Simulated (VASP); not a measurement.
Crystal: Be2ZnSe3.

```xyz
6
Lattice="4.2927 0.0000 0.0000 -2.1464 3.7176 0.0000 0.0000 0.0000 5.3788" Properties=species:S:1:pos:R:3 pbc="T T T"
Be    0.0000    0.0000    1.1683
Be    0.0000    0.0000    4.2105
Zn    0.0000    0.0000    2.6894
Se    2.1464    0.0000    0.0000
Se   -1.0732    1.8588    0.0000
Se    1.0732    1.8588    0.0000
```

The cell was generated, and may not be a known phase.

```yaml
Program: VASP 6.6.1
Task: relaxation of cell and atoms
Functional: PBE
Potentials_or_basis: VASP PAW PBE potentials, release 64 (Be, Zn, Se)
Cutoff: 600 eV
k_mesh: 6 × 6 × 4
Occupations: gaussian, width 0.1 eV
Spin: no spin polarisation
```

At the start: pressure 97.7 GPa; volume 14.31 Å³/atom.

Q: How do energy, volume and symmetry change on relaxing?

A: Over 9 steps the energy falls by 3003.3 meV/atom and the volume is 28.50 Å³/atom (+99.2 %); space group P6/mmm (No. 191, to 0.1 Å) before and after.

The path:
| step | energy change (eV) | largest force (eV/Å) | pressure (GPa) | volume (Å³) |
| --- | --- | --- | --- | --- |
| 1 | 0.0000 | 15.1289 | 97.67 | 85.84 |
| 2 | -9.9523 | 22.7984 | 0.63 | 246.16 |
| 3 | -16.8660 | 5.1754 | 6.79 | 153.41 |
| 4 | -17.9537 | 0.0915 | -1.66 | 182.64 |
| 5 | -17.9881 | 0.3542 | -0.67 | 176.62 |
| 6 | -17.9882 | 0.3109 | -0.77 | 177.11 |
| 7 | -18.0116 | 0.1826 | -0.33 | 174.03 |
| 8 | -18.0199 | 0.0404 | 0.09 | 171.22 |
| 9 | -18.0199 | 0.0277 | 0.12 | 170.99 |

Final structure:
```
CELL_PARAMETERS angstrom
5.44028 0.00000 0.00000
-2.72014 4.71142 0.00000
0.00000 0.00000 6.67128
ATOMIC_POSITIONS crystal
Be 0.00000 0.00000 0.15823
Be 0.00000 0.00000 0.84177
Zn 0.00000 0.00000 0.50000
Se 0.50000 0.00000 0.00000
Se 0.00000 0.50000 0.00000
Se 0.50000 0.50000 0.00000
```

Caveat: the volume moved by over 15 % at a fixed basis, so the end points are rough.
